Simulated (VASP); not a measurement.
# Ir3Rh2 (P6_3/mmc) in VASP: single point with PBE

Aim: the single point of Ir3Rh2 with PBE.

Program: VASP 6.6.1. These are calculated values, not measurements. Logs are shortened: lines on timing, memory, paths and dates and some standing lists are left out, and cuts for length are marked.

## Step 1: The cell of the first run

It takes space group P6_3/mmc (No. 194, hexagonal). The conventional cell has a = 2.740 Å, b = 2.740 Å, c = 22.116 Å, α = 90.00°, β = 90.00°, γ = 120.00°. Ir (site symmetry -6m2) has 12 Ir at 2.73 to 2.74 Å within 3.6 Å. Ir (site symmetry 3m) has 3 Rh at 2.71 Å and 9 Ir at 2.73 to 2.74 Å within 3.6 Å. Rh (site symmetry 3m) has 3 Ir at 2.71 Å and 9 Rh at 2.72 to 2.74 Å within 3.6 Å.

## Step 2: Single point, PBE, collinear spin, ferromagnetic start

INCAR reads:

```
PREC     = Accurate       # precision mode
ENCUT    = 520            # plane-wave cutoff, eV
EDIFF    = 1E-6           # SCF threshold, eV
ISMEAR   = 0              # smearing method
SIGMA    = 0.1            # smearing width, eV
LREAL    = False          # projectors in reciprocal space
LASPH    = True           # aspherical terms in the spheres
NELM     = 150            # most SCF steps
ALGO     = Normal         # electronic algorithm
ISIF     = 2              # what is computed and relaxed
LWAVE    = False          # write WAVECAR
LCHARG   = False          # write CHGCAR
ISPIN    = 2              # spin polarisation
MAGMOM   = 1 1 1 1 1 1 1 1 1 1 # initial moments
LORBIT   = 11             # projections on sites
LMAXMIX  = 4              # l up to which the mixer works
GGA      = PE             # functional
NBANDS   = 72             # bands
```

KPOINTS reads:

```
Automatic mesh
0
Gamma
  6 6 1
```

POSCAR reads:

```
Ir3Rh2
1.0
    2.7399671000      0.0000000000      0.0000000000
   -1.3699836000      2.3728811000      0.0000000000
    0.0000000000      0.0000000000     22.1164521000
Ir Rh
6 4
Direct
    0.3333333000      0.6666667000      0.7500000000
    0.3333333000      0.6666667000      0.1495550000
    0.3333333000      0.6666667000      0.3504450000
    0.6666667000      0.3333333000      0.8504450000
    0.6666667000      0.3333333000      0.2500000000
    0.6666667000      0.3333333000      0.6495550000
    0.3333333000      0.6666667000      0.9499670000
    0.3333333000      0.6666667000      0.5500330000
    0.6666667000      0.3333333000      0.0500330000
    0.6666667000      0.3333333000      0.4499670000
```

Potentials or basis: VASP PAW PBE potentials, release 64 (Ir, Rh_pv).

Command:

```sh
cat potpaw_PBE.64/Ir/POTCAR potpaw_PBE.64/Rh_pv/POTCAR > POTCAR
mpirun -np 1 vasp_std > vasp.out
```

OUTCAR:

```text
PREC = Accurate
   ENCUT = 520
   EDIFF = 1E-6
   ISMEAR = 0
   LREAL = False
   LASPH = True
   NELM = 150
   ISIF = 2
   ISPIN = 2
   LORBIT = 11
   GGA = PE

 ion  position               nearest neighbor table
   1  0.333  0.667  0.750-   4 2.73   6 2.73   4 2.73   6 2.73   4 2.73   6 2.73
   2  0.333  0.667  0.150-   9 2.71   9 2.71   9 2.71   5 2.73   5 2.73   5 2.73
   3  0.333  0.667  0.350-  10 2.71  10 2.71  10 2.71   5 2.73   5 2.73   5 2.73
   4  0.667  0.333  0.850-   7 2.71   7 2.71   7 2.71   1 2.73   1 2.73   1 2.73
   5  0.667  0.333  0.250-   2 2.73   3 2.73   2 2.73   3 2.73   2 2.73   3 2.73
   6  0.667  0.333  0.650-   8 2.71   8 2.71   8 2.71   1 2.73   1 2.73   1 2.73
   7  0.333  0.667  0.950-   4 2.71   4 2.71   4 2.71   9 2.72   9 2.72   9 2.72
   8  0.333  0.667  0.550-   6 2.71   6 2.71   6 2.71  10 2.72  10 2.72  10 2.72
   9  0.667  0.333  0.050-   2 2.71   2 2.71   2 2.71   7 2.72   7 2.72   7 2.72
  10  0.667  0.333  0.450-   3 2.71   3 2.71   3 2.71   8 2.72   8 2.72   8 2.72

  LATTYP: Found a hexagonal cell.
 ALAT       =     2.7399671000
 C/A-ratio  =     8.0717947672

  Lattice vectors:

 A1 = (   2.7399671000,   0.0000000000,   0.0000000000)
 A2 = (  -1.3699836000,   2.3728811000,   0.0000000000)
 A3 = (   0.0000000000,   0.0000000000,  22.1164521000)

Analysis of symmetry for initial positions (statically):
=====================================================================
 Subroutine PRICEL returns:
 Original cell was already a primitive cell.

 Routine SETGRP: Setting up the symmetry group for a
 hexagonal supercell.

 Subroutine GETGRP returns: Found 24 space group operations
 (whereof 12 operations were pure point group operations)
 out of a pool of 24 trial point group operations.

The static configuration has the point symmetry D_3d.
 The point group associated with its full space group is D_6h.

Analysis of symmetry for dynamics (positions and initial velocities):
=====================================================================
 Subroutine PRICEL returns:
 Original cell was already a primitive cell.

 Routine SETGRP: Setting up the symmetry group for a
 hexagonal supercell.

 Subroutine GETGRP returns: Found 24 space group operations
 (whereof 12 operations were pure point group operations)
 out of a pool of 24 trial point group operations.

The dynamic configuration has the point symmetry D_3d.
 The point group associated with its full space group is D_6h.

Analysis of structural, dynamic, and magnetic symmetry:
=====================================================================
 Subroutine PRICEL returns:
 Original cell was already a primitive cell.

 Routine SETGRP: Setting up the symmetry group for a
 hexagonal supercell.

 Subroutine GETGRP returns: Found 24 space group operations
 (whereof 12 operations were pure point group operations)
 out of a pool of 24 trial point group operations.

The overall configuration has the point symmetry D_3d.
 The point group associated with its full space group is D_6h.

 Subroutine INISYM returns: Found 24 space group operations
 (whereof 12 operations are pure point group operations),
 and found     1 'primitive' translations

----------------------------------------------------------------------------------------

                                     Primitive cell

  volume of cell :     143.7927

  direct lattice vectors                    reciprocal lattice vectors
     2.739967100  0.000000000  0.000000000     0.364967886  0.210714316  0.000000000
    -1.369983600  2.372881100  0.000000000     0.000000000  0.421428617  0.000000000
     0.000000000  0.000000000 22.116452100     0.000000000  0.000000000  0.045215209

  length of vectors
     2.739967100  2.739967113 22.116452100     0.421428619  0.421428617  0.045215209

  position of ions in fractional coordinates (direct lattice)
     0.333333300  0.666666700  0.750000000
     0.333333300  0.666666700  0.149555000
     0.333333300  0.666666700  0.350445000
     0.666666700  0.333333300  0.850445000
     0.666666700  0.333333300  0.250000000
     0.666666700  0.333333300  0.649555000
[... 61 lines left out ...]
 SYSTEM =  unknown system
   PREC   = accura    normal or accurate (medium, high low for compatibility)
   ISTART =      0    job   : 0-new  1-cont  2-samecut
   ICHARG =      2    charge: 1-file 2-atom 10-const
   ISPIN  =      2    spin polarized calculation?
   LNONCOLLINEAR =      F non collinear calculations
   LSORBIT =      F    spin-orbit coupling
   LASPH  =      T    aspherical Exc in radial PAW
   ENCUT  =  520.0 eV  38.22 Ry    6.18 a.u.   5.09  5.09 41.12*2*pi/ulx,y,z
   NELM   =    150;   NELMIN=  2; NELMDL= -5     # of ELM steps
   EDIFF  = 0.1E-05   stopping-criterion for ELM
   LREAL  =      F    real-space projection
   EDIFFG = 0.1E-04   stopping-criterion for IOM
   NSW    =      0    number of steps for IOM
   IBRION =     -1    ionic relax: 0-MD 1-quasi-New 2-CG
   NFREE  =      0    steps in history (QN), initial steepest desc. (CG)
   ISIF   =      2    stress and relaxation
   ISYM   =      2    0-nonsym 1-usesym 2-fastsym
   POTIM  = 0.5000    time-step for ionic-motion
   TEBEG  =    0.0;   TEEND  =   0.0 temperature during run
   PSTRESS=    0.0 pullay stress
   NELECT =     114.0000    total number of electrons
   NUPDOWN=      -1.0000    fix difference up-down
   EMIN   =  10.00;   EMAX   =-10.00  energy-range for DOS
   EFERMI =   0.00;   METHOD = LEGACY
   ISMEAR =     0;   SIGMA  =   0.10  broadening in eV -4-tet -1-fermi 0-gaus
   EFERMI_NEDOS =   21; number of points for ismear=-14 and -15
   IALGO  =     38    algorithm
   IMIX   =      4    mixing-type and parameters
     AMIX     =   0.40;   BMIX     =  1.00
     AMIX_MAG =   1.60;   BMIX_MAG =  1.00
  volume/ion in A,a.u.               =      14.38        97.04
  Fermi-wavevector in a.u.,A,eV,Ry     =   1.515180  2.863275 31.235847  2.295770
  Thomas-Fermi vector in A             =   2.624738
   LORBIT       =     11    0 simple, 1 ext, 2 COOP (PROOUT), +10 PAW based schemes
   GGA     = PE    functional components
   LHFCALC =     F    Hartree Fock is set to
   AEXX    =    0.0000 exact exchange contribution
   IVDW    =     0    specifies the selected vdW correction
   LEPSILON=     F    determine dielectric tensor
   LRPA    =     F    only Hartree local field effects (RPA)
 spin polarized calculation
 Gauss-broadening in eV      SIGMA  =   0.10
  energy-cutoff  :      520.00
  volume of cell :      143.79
 maximum number of plane-waves:      3891
   NGX = 11   NGY = 11   NGZ = 83

 number of electron     114.0000011 magnetization       0.0038211

 number of electron     114.0000011 magnetization      -0.0019079

 Free energy of the ion-electron system (eV)
  ---------------------------------------------------
  ext. energy  EPLUGINS =         0.00000000
  ---------------------------------------------------
  free energy    TOTEN  =       -81.42598472 eV

  energy without entropy =      -81.32463343  energy(sigma->0) =      -81.37530907

 E-fermi :  10.5122     XC(G=0): -13.8332

 val. band max:       10.5054038588   @ k =   0.3333   0.1667   0.0000
 cond. band min:      10.5154093624   @ k =   0.1667   0.0000   0.0000
 fundamental gap:      0.0100055036
 Fermi energy:        10.5121598499

 spin component 1

 k-point     1 :       0.0000    0.0000    0.0000
  band No.  band energies     occupation
      1     -36.3977      1.00000
      2     -36.3977      1.00000
      3     -36.0775      1.00000
      4     -36.0775      1.00000
      5     -35.8769      1.00000
      6     -35.8769      1.00000
[... 493 lines left out ...]
     68      16.2828      0.00000
     69      16.6195      0.00000
 Fermi energy:        10.5121598499

 spin component 2

 k-point     1 :       0.0000    0.0000    0.0000
  band No.  band energies     occupation
      1     -36.3978      1.00000
      2     -36.3978      1.00000
      3     -36.0776      1.00000
      4     -36.0776      1.00000
      5     -35.8771      1.00000
      6     -35.8771      1.00000
[... 493 lines left out ...]
     68      16.2828      0.00000
     69      16.6195      0.00000
 [bands above 69 left out]

------------------------ aborting loop because EDIFF is reached ----------------------------------------

  FORCE on cell =-STRESS in cart. coord.  units (eV):
  Direction    XX          YY          ZZ          XY          YZ          ZX
  --------------------------------------------------------------------------------------
  -------------------------------------------------------------------------------------
  Total        2.5523226      2.5523225     -2.2458744     -0.0000001      0.0000000      0.0000000
  in kB       28.4386749     28.4386746    -25.0241457     -0.0000006      0.0000000      0.0000000
  external PRESSURE =      10.6177346 kB  Pullay stress =       0.0000000 kB

 VOLUME and BASIS-vectors are now :
 -----------------------------------------------------------------------------
  energy-cutoff  :      520.00
  volume of cell :      143.79
      direct lattice vectors                 reciprocal lattice vectors
     2.739967100  0.000000000  0.000000000     0.364967886  0.210714316  0.000000000
    -1.369983600  2.372881100  0.000000000     0.000000000  0.421428617  0.000000000
     0.000000000  0.000000000 22.116452100     0.000000000  0.000000000  0.045215209

 POSITION                                       TOTAL-FORCE (eV/Angst)
 -----------------------------------------------------------------------------------
     -0.00000      1.58192     16.58734         0.000000     -0.000000     -0.000000
     -0.00000      1.58192      3.30763         0.000000      0.000000      0.084509
     -0.00000      1.58192      7.75060         0.000000      0.000000     -0.084509
      1.36998      0.79096     18.80883         0.000000     -0.000000     -0.084509
      1.36998      0.79096      5.52911         0.000000      0.000000     -0.000000
      1.36998      0.79096     14.36585         0.000000     -0.000000      0.084509
     -0.00000      1.58192     21.00990        -0.000000      0.000000     -0.065492
     -0.00000      1.58192     12.16478        -0.000000      0.000000      0.065492
      1.36998      0.79096      1.10655         0.000000     -0.000000      0.065492
      1.36998      0.79096      9.95167        -0.000000     -0.000000     -0.065492
 -----------------------------------------------------------------------------------
    total drift:                               -0.000119      0.000067     -0.000014

  FREE ENERGIE OF THE ION-ELECTRON SYSTEM (eV)
  ---------------------------------------------------
  free  energy   TOTEN  =       -81.4259847200 eV

  energy  without entropy=      -81.3246334257  energy(sigma->0) =      -81.37530907

 total charge

# of ion       s       p       d       tot
------------------------------------------
    1        0.660   0.709   6.958   8.327
    2        0.668   0.692   6.934   8.294
    3        0.668   0.692   6.934   8.294
    4        0.668   0.692   6.934   8.294
    5        0.660   0.709   6.958   8.327
    6        0.668   0.692   6.934   8.294
    7        0.390   6.289   7.068  13.747
    8        0.390   6.289   7.068  13.747
    9        0.390   6.289   7.068  13.747
   10        0.390   6.289   7.068  13.747
--------------------------------------------------
tot          5.551  29.340  69.924 104.815

 magnetization (x)

# of ion       s       p       d       tot
------------------------------------------
    1        0.000   0.000  -0.000  -0.000
    2       -0.000   0.000  -0.000  -0.000
    3       -0.000   0.000  -0.000  -0.000
    4       -0.000   0.000  -0.000  -0.000
    5        0.000   0.000  -0.000  -0.000
    6       -0.000   0.000  -0.000  -0.000
    7       -0.000   0.000  -0.000  -0.000
    8       -0.000   0.000  -0.000  -0.000
    9       -0.000   0.000  -0.000  -0.000
   10       -0.000   0.000  -0.000  -0.000
--------------------------------------------------
tot         -0.000   0.000  -0.002  -0.002
```

Wall time 2.6 min (1 thread of AMD EPYC 9R45 (Zen 5), shared host); peak memory 0.33 GiB.

What came out:

```yaml
Free_energy: -81.4260 eV
Pressure: 1.1 GPa
Largest_force: 0.085 eV/Å
Band_gap_on_the_k_mesh: zero (filled and empty bands overlap)
Net_moment: 0.00 μB per cell
Valence_electrons_inside_the_program's_atomic_spheres: Ir 8.33, 8.29 (each value once); Rh 13.75
```

Forces on the atoms (eV/Å):
```
Ir   0.000  0.000  0.000
Ir   0.000  0.000  0.085
Ir   0.000  0.000 -0.085
Ir   0.000  0.000 -0.085
Ir   0.000  0.000  0.000
Ir   0.000  0.000  0.085
Rh   0.000  0.000 -0.065
Rh   0.000  0.000  0.065
Rh   0.000  0.000  0.065
Rh   0.000  0.000 -0.065
```

Stress tensor (GPa, compression positive):
```
 2.84  0.00  0.00
 0.00  2.84  0.00
 0.00  0.00 -2.50
```

Levels at points of the mesh, in eV from the Fermi level:
Spin up:
```tsv
k point	band 56	band 57	band 58	band 59	band 60	band 61	band 62	band 63	band 64	band 65
(0.00, 0.00, 0.00)	-1.53	-1.15	-0.76	-0.76	-0.72	-0.72	-0.12	-0.12	0.01	0.02
(0.50, 0.00, 0.00)	0.90	0.96	0.98	1.17	1.17	1.24	1.25	1.26	1.31	2.07
```
Spin down:
```
           k point  band 58  band 59  band 60  band 61  band 62  band 63
(0.00, 0.00, 0.00)    -0.76    -0.76    -0.72    -0.72    -0.12    -0.12
(0.50, 0.00, 0.00)     0.98     1.17     1.17     1.24     1.25     1.26
```

Caveat: the k points lie up to 0.44 Å⁻¹ apart, too coarse for converged energies and pressures of a metal; spin-orbit coupling is left out, which moves the levels of the heavy elements.
